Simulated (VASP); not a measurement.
# B6As (R-3m) in VASP: further runs, part 2 of 3

VASP 6.6.1. Earlier steps stand in the parts before.

### Step 3. Single point, LDA

Contents of INCAR:

```
ALGO = Normal
EDIFF = 1E-7
ENCUT = 520
ISIF = 2
ISMEAR = 0
LASPH = True
LCHARG = False
LREAL = False
LWAVE = False
NBANDS = 36
NELM = 100
PREC = Accurate
SIGMA = 0.01
```

Contents of KPOINTS:

```
k-points
0
Gamma
  6 6 6
```

Contents of POSCAR:

```
B6As
1.0
    3.0387590408      1.7544283502      3.9163134740
   -3.0387590408      1.7544283502      3.9163134740
    0.0000000000     -3.5088567004      3.9163134740
B As
12 2
Direct
    0.0155961129      0.0155961129      0.3243624079
    0.0155961129      0.3243624079      0.0155961129
    0.8218781704      0.2725031723      0.8218781704
    0.8218781704      0.8218781704      0.2725031723
    0.2725031723      0.8218781704      0.8218781704
    0.7274968277      0.1781218296      0.1781218296
    0.1781218296      0.7274968277      0.1781218296
    0.1781218296      0.1781218296      0.7274968277
    0.9844038871      0.6756375921      0.9844038871
    0.9844038871      0.9844038871      0.6756375921
    0.6756375921      0.9844038871      0.9844038871
    0.3243624079      0.0155961129      0.0155961129
    0.6008649460      0.6008649460      0.6008649460
    0.3991350540      0.3991350540      0.3991350540
```

Potentials or basis: VASP PAW LDA potentials, release 64 (B, As).

On the command line:

```sh
cat potpaw_LDA.64/B/POTCAR potpaw_LDA.64/As/POTCAR > POTCAR
mpirun -np 1 vasp_std > vasp.out
```

OUTCAR:

```text
EDIFF = 1E-7
   ENCUT = 520
   ISIF = 2
   ISMEAR = 0
   LASPH = True
   LREAL = False
   NELM = 100
   PREC = Accurate

 ion  position               nearest neighbor table
   1  0.016  0.016  0.324-  10 1.76   7 1.76   6 1.76   4 1.79   2 1.88  12 1.88
   2  0.016  0.324  0.016-   9 1.76   6 1.76   8 1.76   3 1.79   1 1.88  12 1.88
   3  0.822  0.273  0.822-   6 1.71   8 1.71  11 1.76  10 1.76   2 1.79  13 1.98
   4  0.822  0.822  0.273-   6 1.71   7 1.71   9 1.76  11 1.76   1 1.79  13 1.98
   5  0.273  0.822  0.822-   7 1.71   8 1.71   9 1.76  10 1.76  12 1.79  13 1.98
   6  0.727  0.178  0.178-   3 1.71   4 1.71   2 1.76   1 1.76  11 1.79  14 1.98
   7  0.178  0.727  0.178-   5 1.71   4 1.71  12 1.76   1 1.76   9 1.79  14 1.98
   8  0.178  0.178  0.727-   3 1.71   5 1.71   2 1.76  12 1.76  10 1.79  14 1.98
   9  0.984  0.676  0.984-   2 1.76   5 1.76   4 1.76   7 1.79  10 1.88  11 1.88
  10  0.984  0.984  0.676-   1 1.76   3 1.76   5 1.76   8 1.79   9 1.88  11 1.88
  11  0.676  0.984  0.984-  12 1.76   3 1.76   4 1.76   6 1.79  10 1.88   9 1.88
  12  0.324  0.016  0.016-  11 1.76   7 1.76   8 1.76   5 1.79   1 1.88   2 1.88
  13  0.601  0.601  0.601-   4 1.98   3 1.98   5 1.98  14 2.37
  14  0.399  0.399  0.399-   8 1.98   7 1.98   6 1.98  13 2.37

  LATTYP: Found a trigonal (rhomboedric) cell.
 ALAT       =     5.2582874180
 COS(alpha) =     0.3320654915

  Lattice vectors:

 A1 = (   3.0387590408,   1.7544283502,   3.9163134740)
 A2 = (  -3.0387590408,   1.7544283502,   3.9163134740)
 A3 = (   0.0000000000,  -3.5088567004,   3.9163134740)

Analysis of symmetry for initial positions (statically):
=====================================================================
 Subroutine PRICEL returns:
 Original cell was already a primitive cell.

 Routine SETGRP: Setting up the symmetry group for a
 trigonal (rhombohedral) supercell.

 Subroutine GETGRP returns: Found 12 space group operations
 (whereof 12 operations were pure point group operations)
 out of a pool of 12 trial point group operations.

The static configuration has the point symmetry D_3d.

Analysis of symmetry for dynamics (positions and initial velocities):
=====================================================================
 Subroutine PRICEL returns:
 Original cell was already a primitive cell.

 Routine SETGRP: Setting up the symmetry group for a
 trigonal (rhombohedral) supercell.

 Subroutine GETGRP returns: Found 12 space group operations
 (whereof 12 operations were pure point group operations)
 out of a pool of 12 trial point group operations.

The dynamic configuration has the point symmetry D_3d.

 Subroutine INISYM returns: Found 12 space group operations
 (whereof 12 operations are pure point group operations),
 and found     1 'primitive' translations

----------------------------------------------------------------------------------------

                                     Primitive cell

  volume of cell :     125.2739

  direct lattice vectors                    reciprocal lattice vectors
     3.038759041  1.754428350  3.916313474     0.164540851  0.094997705  0.085114058
    -3.038759041  1.754428350  3.916313474    -0.164540851  0.094997705  0.085114058
[... 96 lines left out ...]
   ions per type =              12   2
   NGX,Y,Z   is equivalent  to a cutoff of  12.65, 12.65, 12.65 a.u.
   NGXF,Y,Z  is equivalent  to a cutoff of  25.29, 25.29, 25.29 a.u.
 SYSTEM =  unknown system
   PREC   = accura    normal or accurate (medium, high low for compatibility)
   ISTART =      0    job   : 0-new  1-cont  2-samecut
   ICHARG =      2    charge: 1-file 2-atom 10-const
   ISPIN  =      1    spin polarized calculation?
   LNONCOLLINEAR =      F non collinear calculations
   LSORBIT =      F    spin-orbit coupling
   LASPH  =      T    aspherical Exc in radial PAW
   ENCUT  =  520.0 eV  38.22 Ry    6.18 a.u.   9.78  9.78  9.78*2*pi/ulx,y,z
   NELM   =    100;   NELMIN=  2; NELMDL= -5     # of ELM steps
   EDIFF  = 0.1E-06   stopping-criterion for ELM
   LREAL  =      F    real-space projection
   EDIFFG = 0.1E-05   stopping-criterion for IOM
   NSW    =      0    number of steps for IOM
   IBRION =     -1    ionic relax: 0-MD 1-quasi-New 2-CG
   NFREE  =      0    steps in history (QN), initial steepest desc. (CG)
   ISIF   =      2    stress and relaxation
   ISYM   =      2    0-nonsym 1-usesym 2-fastsym
   POTIM  = 0.5000    time-step for ionic-motion
   TEBEG  =    0.0;   TEEND  =   0.0 temperature during run
   PSTRESS=    0.0 pullay stress
   NELECT =      46.0000    total number of electrons
   NUPDOWN=      -1.0000    fix difference up-down
   EMIN   =  10.00;   EMAX   =-10.00  energy-range for DOS
   EFERMI =   0.00;   METHOD = LEGACY
   ISMEAR =     0;   SIGMA  =   0.01  broadening in eV -4-tet -1-fermi 0-gaus
   EFERMI_NEDOS =   21; number of points for ismear=-14 and -15
   IALGO  =     38    algorithm
   IMIX   =      4    mixing-type and parameters
     AMIX     =   0.40;   BMIX     =  1.00
     AMIX_MAG =   1.60;   BMIX_MAG =  1.00
  volume/ion in A,a.u.               =       8.95        60.38
  Fermi-wavevector in a.u.,A,eV,Ry     =   1.172305  2.215335 18.698470  1.374299
  Thomas-Fermi vector in A             =   2.308736
   LORBIT       =      0    0 simple, 1 ext, 2 COOP (PROOUT), +10 PAW based schemes
   GGA     = CA    functional components
   LHFCALC =     F    Hartree Fock is set to
   AEXX    =    0.0000 exact exchange contribution
   IVDW    =     0    specifies the selected vdW correction
   LEPSILON=     F    determine dielectric tensor
   LRPA    =     F    only Hartree local field effects (RPA)
 non-spin polarized calculation
 Gauss-broadening in eV      SIGMA  =   0.01
  energy-cutoff  :      520.00
  volume of cell :      125.27
 maximum number of plane-waves:      3398
   NGX = 19   NGY = 19   NGZ = 19

 number of electron      46.0000002 magnetization

 Free energy of the ion-electron system (eV)
  ---------------------------------------------------
  ext. energy  EPLUGINS =         0.00000000
  ---------------------------------------------------
  free energy    TOTEN  =      -102.79167270 eV

  energy without entropy =     -102.79167270  energy(sigma->0) =     -102.79167270

 E-fermi :   4.9449     XC(G=0): -11.3114

 val. band max:        4.8333951123   @ k =   0.1667  -0.0000   0.0000
 cond. band min:       7.5007370172   @ k =   0.5000   0.0000   0.0000
 fundamental gap:      2.6673419049
 Fermi energy:         4.9448779050

 k-point     1 :       0.0000    0.0000    0.0000
  band No.  band energies     occupation
      1      -9.9877      2.00000
      2      -7.0531      2.00000
      3      -5.1966      2.00000
      4      -5.1966      2.00000
      5      -5.1472      2.00000
      6      -4.0545      2.00000
[... 901 lines left out ...]
     34      13.2527      0.00000
     35      13.6137      0.00000

 [... further k-points ...]

 [bands above 35 left out]

------------------------ aborting loop because EDIFF is reached ----------------------------------------

  FORCE on cell =-STRESS in cart. coord.  units (eV):
  Direction    XX          YY          ZZ          XY          YZ          ZX
  --------------------------------------------------------------------------------------
  -------------------------------------------------------------------------------------
  Total        0.5655814      0.5655814      0.3972811      0.0000000      0.0000000      0.0000000
  in kB        7.2334441      7.2334441      5.0809843      0.0000000      0.0000000      0.0000000
  external PRESSURE =       6.5159575 kB  Pullay stress =       0.0000000 kB

 VOLUME and BASIS-vectors are now :
 -----------------------------------------------------------------------------
  energy-cutoff  :      520.00
  volume of cell :      125.27
      direct lattice vectors                 reciprocal lattice vectors
     3.038759041  1.754428350  3.916313474     0.164540851  0.094997705  0.085114058
    -3.038759041  1.754428350  3.916313474    -0.164540851  0.094997705  0.085114058
     0.000000000 -3.508856700  3.916313474     0.000000000 -0.189995410  0.085114058

 POSITION                                       TOTAL-FORCE (eV/Angst)
 -----------------------------------------------------------------------------------
      0.00000     -1.08342      1.39246        -0.000000     -0.005929      0.013610
     -0.93827      0.54171      1.39246        -0.005134      0.002964      0.013610
      1.66942     -0.96384      7.50467         0.036609     -0.021136      0.012023
      0.00000      1.92768      7.50467        -0.000000      0.042273      0.012023
     -1.66942     -0.96384      7.50467        -0.036609     -0.021136      0.012023
      1.66942      0.96384      4.24427         0.036609      0.021136     -0.012023
     -1.66942      0.96384      4.24427        -0.036609      0.021136     -0.012023
      0.00000     -1.92768      4.24427        -0.000000     -0.042273     -0.012023
      0.93827     -0.54171     10.35648         0.005134     -0.002964     -0.013610
      0.00000      1.08342     10.35648        -0.000000      0.005929     -0.013610
     -0.93827     -0.54171     10.35648        -0.005134     -0.002964     -0.013610
      0.93827      0.54171      1.39246         0.005134      0.002964      0.013610
      0.00000      0.00000      7.05953        -0.000000      0.000000      0.032148
      0.00000      0.00000      4.68941        -0.000000     -0.000000     -0.032148
 -----------------------------------------------------------------------------------
    total drift:                                0.000000      0.000000     -0.000000

  FREE ENERGIE OF THE ION-ELECTRON SYSTEM (eV)
  ---------------------------------------------------
  free  energy   TOTEN  =      -102.7916727033 eV

  energy  without entropy=     -102.7916727033  energy(sigma->0) =     -102.79167270
```

Wall time 4.7 min (1 thread of Intel Xeon 8259CL, shared host); peak memory 0.26 GiB.

Results:

```
Free energy            : -102.7917 eV
Pressure               : 0.7 GPa
Largest force          : 0.044 eV/Å
Band gap on the k mesh : 2.67 eV (least direct gap 2.70 eV)
```

Forces on the atoms (eV/Å):
```
B    0.000 -0.006  0.014
B   -0.005  0.003  0.014
B    0.037 -0.021  0.012
B    0.000  0.042  0.012
B   -0.037 -0.021  0.012
B    0.037  0.021 -0.012
B   -0.037  0.021 -0.012
B    0.000 -0.042 -0.012
B    0.005 -0.003 -0.014
B    0.000  0.006 -0.014
B   -0.005 -0.003 -0.014
B    0.005  0.003  0.014
As   0.000  0.000  0.032
As   0.000  0.000 -0.032
```

Stress tensor (GPa, compression positive):
```
0.72 0.00 0.00
0.00 0.72 0.00
0.00 0.00 0.51
```

(Part 2 of 3 ends here.)
